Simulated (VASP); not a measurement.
# SiO2 (P6_422) in VASP: a series of runs

The runs below take SiO2 through single point, with LDA.

Program: VASP 6.6.1. These are calculated values, not measurements. Logs are shortened: lines on timing, memory, paths and dates and some standing lists are left out, and cuts for length are marked.

### Step 1. The cell of the first run

The structure is hexagonal, space group P6_422 (No. 181). The conventional cell has a = 5.190 Å, b = 5.190 Å, c = 5.359 Å, α = 90.00°, β = 90.00°, γ = 120.00°. Si (site symmetry 222) has 4 O at 1.62 Å within 2.2 Å. O (site symmetry 2) has 2 Si at 1.62 Å within 2.2 Å.

### Step 2. Single point, LDA (strain +0.030 along x and y, -0.030 along z)

Contents of INCAR:

```
SYSTEM = SiO2
ALGO = Normal
EDIFF = 1E-6
ENCUT = 520
GGA = CA
ISIF = 2
ISMEAR = 0
LASPH = .TRUE.
LCHARG = .FALSE.
LREAL = .FALSE.
LWAVE = .FALSE.
NBANDS = 34
NELM = 80
PREC = Accurate
SIGMA = 0.05
```

Contents of KPOINTS:

```
k-points
0
G
  6 6 4
  0 0 0
```

Contents of POSCAR:

```
SiO2
1.0
    5.1898593420      0.0000000000      0.0000000000
   -2.5949296710      4.4945500322      0.0000000000
    0.0000000000      0.0000000000      5.3591093439
Si O
3 6
Direct
    0.0000000000      0.5000000000      0.3333333333
    0.5000000000      0.5000000000      0.6666666667
    0.5000000000      0.0000000000      0.0000000000
    0.5843949021      0.7921974511      0.8333333333
    0.7921974511      0.5843949021      0.5000000000
    0.7921974511      0.2078025489      0.1666666667
    0.4156050979      0.2078025489      0.8333333333
    0.2078025489      0.4156050979      0.5000000000
    0.2078025489      0.7921974511      0.1666666667
```

Potentials or basis: VASP PAW LDA potentials, release 64 (Si, O).

Command:

```console
$ cat potpaw_LDA.64/Si/POTCAR potpaw_LDA.64/O/POTCAR > POTCAR
$ mpirun -np 1 vasp_std > vasp.out
```

OUTCAR:

```text
SYSTEM = SiO2
   EDIFF = 1E-6
   ENCUT = 520
   GGA = CA
   ISIF = 2
   ISMEAR = 0
   LASPH = .TRUE.
   LREAL = .FALSE.
   NELM = 80
   PREC = Accurate

 ion  position               nearest neighbor table
   1  0.000  0.500  0.333-   5 1.62   8 1.62   6 1.62   9 1.62
   2  0.500  0.500  0.667-   4 1.62   7 1.62   5 1.62   8 1.62
   3  0.500  0.000  0.000-   4 1.62   7 1.62   6 1.62   9 1.62
   4  0.584  0.792  0.833-   3 1.62   2 1.62
   5  0.792  0.584  0.500-   1 1.62   2 1.62
   6  0.792  0.208  0.167-   1 1.62   3 1.62
   7  0.416  0.208  0.833-   3 1.62   2 1.62
   8  0.208  0.416  0.500-   1 1.62   2 1.62
   9  0.208  0.792  0.167-   1 1.62   3 1.62

  LATTYP: Found a hexagonal cell.
 ALAT       =     5.1898593420
 C/A-ratio  =     1.0326116742

  Lattice vectors:

 A1 = (   5.1898593420,   0.0000000000,   0.0000000000)
 A2 = (  -2.5949296710,   4.4945500322,   0.0000000000)
 A3 = (   0.0000000000,   0.0000000000,   5.3591093439)

Analysis of symmetry for initial positions (statically):
=====================================================================
 Subroutine PRICEL returns:
 Original cell was already a primitive cell.

 Routine SETGRP: Setting up the symmetry group for a
 hexagonal supercell.

 Subroutine GETGRP returns: Found 12 space group operations
 (whereof  4 operations were pure point group operations)
 out of a pool of 24 trial point group operations.

The static configuration has the point symmetry D_2 .
 The point group associated with its full space group is D_6 .

Analysis of symmetry for dynamics (positions and initial velocities):
=====================================================================
 Subroutine PRICEL returns:
 Original cell was already a primitive cell.

 Routine SETGRP: Setting up the symmetry group for a
 hexagonal supercell.

 Subroutine GETGRP returns: Found 12 space group operations
 (whereof  4 operations were pure point group operations)
 out of a pool of 24 trial point group operations.

The dynamic configuration has the point symmetry D_2 .
 The point group associated with its full space group is D_6 .

 Subroutine INISYM returns: Found 12 space group operations
 (whereof  4 operations are pure point group operations),
 and found     1 'primitive' translations

----------------------------------------------------------------------------------------

                                     Primitive cell

  volume of cell :     125.0070

  direct lattice vectors                    reciprocal lattice vectors
     5.189859342  0.000000000  0.000000000     0.192683449  0.111245841  0.000000000
    -2.594929671  4.494550032  0.000000000     0.000000000  0.222491683  0.000000000
     0.000000000  0.000000000  5.359109344     0.000000000  0.000000000  0.186598171

  length of vectors
     5.189859342  5.189859342  5.359109344     0.222491683  0.222491683  0.186598171

  position of ions in fractional coordinates (direct lattice)
     0.000000000  0.500000000  0.333333333
     0.500000000  0.500000000  0.666666667
     0.500000000  0.000000000  0.000000000
     0.584394902  0.792197451  0.833333333
     0.792197451  0.584394902  0.500000000
     0.792197451  0.207802549  0.166666667
     0.415605098  0.207802549  0.833333333
     0.207802549  0.415605098  0.500000000
     0.207802549  0.792197451  0.166666667

  ion indices of the primitive-cell ions
   primitive index   ion index
                 1           1
                 2           2
                 3           3
                 4           4
                 5           5
                 6           6
                 7           7
                 8           8
                 9           9

----------------------------------------------------------------------------------------

 KPOINTS: k-points

Automatic generation of k-mesh.
 Grid dimensions read from file:
 generate k-points for:    6    6    4

 Generating k-lattice:

  Cartesian coordinates                     Fractional coordinates (reciprocal lattice)
     0.032113908  0.018540974  0.000000000     0.166666667  0.000000000  0.000000000
     0.000000000  0.037081947  0.000000000     0.000000000  0.166666667  0.000000000
     0.000000000  0.000000000  0.046649543     0.000000000  0.000000000  0.250000000

  Length of vectors
     0.037081947  0.037081947  0.046649543

  Shift w.r.t. Gamma in fractional coordinates (k-lattice)
     0.000000000  0.000000000  0.000000000

 Subroutine IBZKPT returns following result:
 ===========================================

 Found     21 irreducible k-points:

 Following reciprocal coordinates:
            Coordinates               Weight
  0.000000  0.000000  0.000000      1.000000
  0.166667 -0.000000  0.000000      6.000000
  0.333333 -0.000000  0.000000      6.000000
  0.500000 -0.000000  0.000000      3.000000
  0.166667  0.166667  0.000000      6.000000
  0.333333  0.166667  0.000000     12.000000
[... 13 lines left out ...]
  0.333333  0.166667  0.500000     12.000000
  0.333333  0.333333  0.500000      2.000000
   k-points           NKPTS =     21   k-points in BZ     NKDIM =     21   number of bands    NBANDS=     34
   number of dos      NEDOS =    301   number of ions     NIONS =      9
   total plane-waves  NPLWV =  64000
   dimension x,y,z NGX =    40 NGY =   40 NGZ =   40
   dimension x,y,z NGXF=    80 NGYF=   80 NGZF=   80
   ions per type =               3   6
   NGX,Y,Z   is equivalent  to a cutoff of  12.81, 12.81, 12.41 a.u.
   NGXF,Y,Z  is equivalent  to a cutoff of  25.63, 25.63, 24.82 a.u.
 SYSTEM =  SiO2
   PREC   = accura    normal or accurate (medium, high low for compatibility)
   ISTART =      0    job   : 0-new  1-cont  2-samecut
   ICHARG =      2    charge: 1-file 2-atom 10-const
   ISPIN  =      1    spin polarized calculation?
   LNONCOLLINEAR =      F non collinear calculations
   LSORBIT =      F    spin-orbit coupling
   LASPH  =      T    aspherical Exc in radial PAW
   ENCUT  =  520.0 eV  38.22 Ry    6.18 a.u.   9.65  9.65  9.96*2*pi/ulx,y,z
   NELM   =     80;   NELMIN=  2; NELMDL= -5     # of ELM steps
   EDIFF  = 0.1E-05   stopping-criterion for ELM
   LREAL  =      F    real-space projection
   EDIFFG = 0.1E-04   stopping-criterion for IOM
   NSW    =      0    number of steps for IOM
   IBRION =     -1    ionic relax: 0-MD 1-quasi-New 2-CG
   NFREE  =      0    steps in history (QN), initial steepest desc. (CG)
   ISIF   =      2    stress and relaxation
   ISYM   =      2    0-nonsym 1-usesym 2-fastsym
   POTIM  = 0.5000    time-step for ionic-motion
   TEBEG  =    0.0;   TEEND  =   0.0 temperature during run
   PSTRESS=    0.0 pullay stress
   NELECT =      48.0000    total number of electrons
   NUPDOWN=      -1.0000    fix difference up-down
   EMIN   =  10.00;   EMAX   =-10.00  energy-range for DOS
   EFERMI =   0.00;   METHOD = LEGACY
   ISMEAR =     0;   SIGMA  =   0.05  broadening in eV -4-tet -1-fermi 0-gaus
   EFERMI_NEDOS =   21; number of points for ismear=-14 and -15
   IALGO  =     38    algorithm
   IMIX   =      4    mixing-type and parameters
     AMIX     =   0.40;   BMIX     =  1.00
     AMIX_MAG =   1.60;   BMIX_MAG =  1.00
  volume/ion in A,a.u.               =      13.89        93.73
  Fermi-wavevector in a.u.,A,eV,Ry     =   1.189900  2.248585 19.263970  1.415862
  Thomas-Fermi vector in A             =   2.325997
   LORBIT       =      0    0 simple, 1 ext, 2 COOP (PROOUT), +10 PAW based schemes
   GGA     = CA    functional components
   LHFCALC =     F    Hartree Fock is set to
   AEXX    =    0.0000 exact exchange contribution
   IVDW    =     0    specifies the selected vdW correction
   LEPSILON=     F    determine dielectric tensor
   LRPA    =     F    only Hartree local field effects (RPA)
 non-spin polarized calculation
 Gauss-broadening in eV      SIGMA  =   0.05
  energy-cutoff  :      520.00
  volume of cell :      125.01
 maximum number of plane-waves:      3384
 NGX is ok and might be reduce to    40
   NGX = 19   NGY = 19   NGZ = 19

 number of electron      48.0000014 magnetization

 Free energy of the ion-electron system (eV)
  ---------------------------------------------------
  ext. energy  EPLUGINS =         0.00000000
  ---------------------------------------------------
  free energy    TOTEN  =       -77.70359492 eV

  energy without entropy =      -77.70359492  energy(sigma->0) =      -77.70359492

 E-fermi :   0.4067     XC(G=0):  -9.2476

 val. band max:        0.1535000803   @ k =   0.5000  -0.0000   0.0000
 cond. band min:       5.4607959839   @ k =   0.0000   0.0000   0.0000
 fundamental gap:      5.3072959036
 Fermi energy:         0.4066922765

 k-point     1 :       0.0000    0.0000    0.0000
  band No.  band energies     occupation
      1     -18.9282      2.00000
      2     -17.3854      2.00000
      3     -17.3854      2.00000
      4     -16.8968      2.00000
      5     -16.8527      2.00000
      6     -16.8527      2.00000
[... 26 lines left out ...]
     33      12.3459      0.00000
     34      12.3844      0.00000

 k-point     2 :       0.1667   -0.0000    0.0000
  band No.  band energies     occupation
      1     -18.8555      2.00000
      2     -17.5251      2.00000
      3     -17.3988      2.00000
      4     -16.8763      2.00000
      5     -16.8386      2.00000
      6     -16.8364      2.00000
[... 26 lines left out ...]
     33      12.3914      0.00000
     34      12.9359      0.00000
[... 664 lines left out ...]
     33      10.8454      0.00000
     34      11.1937      0.00000

 k-point    21 :       0.3333    0.3333    0.5000
  band No.  band energies     occupation
      1     -18.4327      2.00000
      2     -17.7774      2.00000
      3     -17.7774      2.00000
      4     -16.8654      2.00000
      5     -16.8043      2.00000
      6     -16.8043      2.00000
[... 26 lines left out ...]
     33      11.1251      0.00000
     34      11.1351      0.00000

------------------------ aborting loop because EDIFF is reached ----------------------------------------

  FORCE on cell =-STRESS in cart. coord.  units (eV):
  Direction    XX          YY          ZZ          XY          YZ          ZX
  --------------------------------------------------------------------------------------
  -------------------------------------------------------------------------------------
  Total       -4.8226060     -4.8226060     -1.6097909      0.0000000     -0.0000000      0.0000000
  in kB      -61.8098855    -61.8098855    -20.6322040      0.0000000     -0.0000000      0.0000000
  external PRESSURE =     -48.0839917 kB  Pullay stress =       0.0000000 kB

 VOLUME and BASIS-vectors are now :
 -----------------------------------------------------------------------------
  energy-cutoff  :      520.00
  volume of cell :      125.01
      direct lattice vectors                 reciprocal lattice vectors
     5.189859342  0.000000000  0.000000000     0.192683449  0.111245841  0.000000000
    -2.594929671  4.494550032  0.000000000     0.000000000  0.222491683  0.000000000
     0.000000000  0.000000000  5.359109344     0.000000000  0.000000000  0.186598171

 POSITION                                       TOTAL-FORCE (eV/Angst)
 -----------------------------------------------------------------------------------
     -1.29746      2.24728      1.78637        -0.000000     -0.000000      0.000000
      1.29746      2.24728      3.57274        -0.000000     -0.000000     -0.000000
      2.59493      0.00000      0.00000        -0.000000     -0.000000     -0.000000
      0.97723      3.56057      4.46592        -0.246711     -0.142439     -0.000000
      2.59493      2.62659      2.67955         0.000000     -0.284878     -0.000000
      3.57216      0.93398      0.89318        -0.246711      0.142439     -0.000000
      1.61770      0.93398      4.46592         0.246711      0.142439      0.000000
     -0.00000      1.86796      2.67955        -0.000000      0.284878     -0.000000
     -0.97723      3.56057      0.89318         0.246711     -0.142439     -0.000000
 -----------------------------------------------------------------------------------
    total drift:                                0.000000     -0.000000     -0.000001

  FREE ENERGIE OF THE ION-ELECTRON SYSTEM (eV)
  ---------------------------------------------------
  free  energy   TOTEN  =       -77.7035949192 eV

  energy  without entropy=      -77.7035949192  energy(sigma->0) =      -77.70359492
```

Run time: 39 s. Hardware: 1 thread of Intel Xeon 6975P-C (Granite Rapids), shared host; peak memory 0.22 GiB.

What came out:

```yaml
Free_energy: -77.7036 eV
Pressure: -4.8 GPa
Largest_force: 0.285 eV/Å
Band_gap_on_the_k_mesh: 5.31 eV (least direct gap 5.64 eV)
```

Forces in eV/Å, atoms in the order of the input:
```
Si   0.000  0.000  0.000
Si   0.000  0.000  0.000
Si   0.000  0.000  0.000
O   -0.247 -0.142  0.000
O    0.000 -0.285  0.000
O   -0.247  0.142  0.000
O    0.247  0.142  0.000
O    0.000  0.285  0.000
O    0.247 -0.142  0.000
```

Caveat: the cell differs from its parent crystal (strain +0.030 along x and y, -0.030 along z); the cell stands under tension. A k mesh can miss the band edges.

### Step 3. Single point, LDA (strain +0.015 along x and y, +0.000 along z)

Contents of INCAR:

```
SYSTEM = SiO2
PREC = Accurate ; ENCUT = 520
EDIFF = 1E-6 ; ISMEAR = 0
SIGMA = 0.05 ; LREAL = .False.
LASPH = .True. ; NELM = 80
ALGO = Normal ; ISIF = 2
LWAVE = .False. ; LCHARG = .False.
GGA = CA ; NBANDS = 34
```

Contents of KPOINTS:

```
regular mesh
0
Gamma
  6 6 4
  0 0 0
```

POSCAR: that of step 2 with these lines changed.

```diff
@@ -2,5 +2,5 @@
 1.0
-    5.1898593420      0.0000000000      0.0000000000
-   -2.5949296710      4.4945500322      0.0000000000
-    0.0000000000      0.0000000000      5.3591093439
+    5.1142788662      0.0000000000      0.0000000000
+   -2.5571394331      4.4290954201      0.0000000000
+    0.0000000000      0.0000000000      5.5248549937
 Si O
```

Potentials or basis: VASP PAW LDA potentials, release 64 (Si, O).

Command:

```console
$ cat potpaw_LDA.64/Si/POTCAR potpaw_LDA.64/O/POTCAR > POTCAR
$ mpirun -np 1 vasp_std > vasp.out
```

Run time: 42 s. Hardware: 1 thread of Intel Xeon 6975P-C (Granite Rapids), shared host; peak memory 0.22 GiB.

The run converged. Its results:

```
Free energy            : -77.7614 eV
Pressure               : -4.8 GPa
Largest force          : 0.238 eV/Å
Band gap on the k mesh : 5.34 eV (least direct gap 5.56 eV)
```

Forces in eV/Å, atoms in the order of the input:
```
Si   0.000  0.000  0.000
Si   0.000  0.000  0.000
Si   0.000  0.000  0.000
O   -0.206 -0.119  0.000
O    0.000 -0.238  0.000
O   -0.206  0.119  0.000
O    0.206  0.119  0.000
O    0.000  0.238  0.000
O    0.206 -0.119  0.000
```

Stress tensor (GPa, compression positive):
```
-5.12  0.00  0.00
 0.00 -5.12  0.00
 0.00  0.00 -4.03
```

Levels at points of the mesh, in eV from the valence-band top:
```tsv
k point	band 20	band 21	band 22	band 23	band 24	band 25	band 26	band 27	band 28	band 29
(0.00, 0.00, 0.00)	-0.97	-0.97	-0.47	-0.47	-0.22	5.34	8.59	8.59	8.85	8.85
(0.50, 0.00, 0.00)	-1.16	-1.15	-0.97	-0.33	0.00	7.35	8.18	9.22	9.25	9.28
(0.00, 0.00, 0.50)	-1.79	-1.19	-0.26	-0.01	-0.01	7.17	7.17	8.14	9.50	9.50
(0.50, 0.00, 0.50)	-1.29	-0.91	-0.71	-0.67	-0.36	8.19	8.76	8.90	9.05	9.39
```

Caveat: the cell differs from its parent crystal (strain +0.015 along x and y, +0.000 along z); the cell stands under tension. A k mesh can miss the band edges.

(Continued in part 2 of 2.)
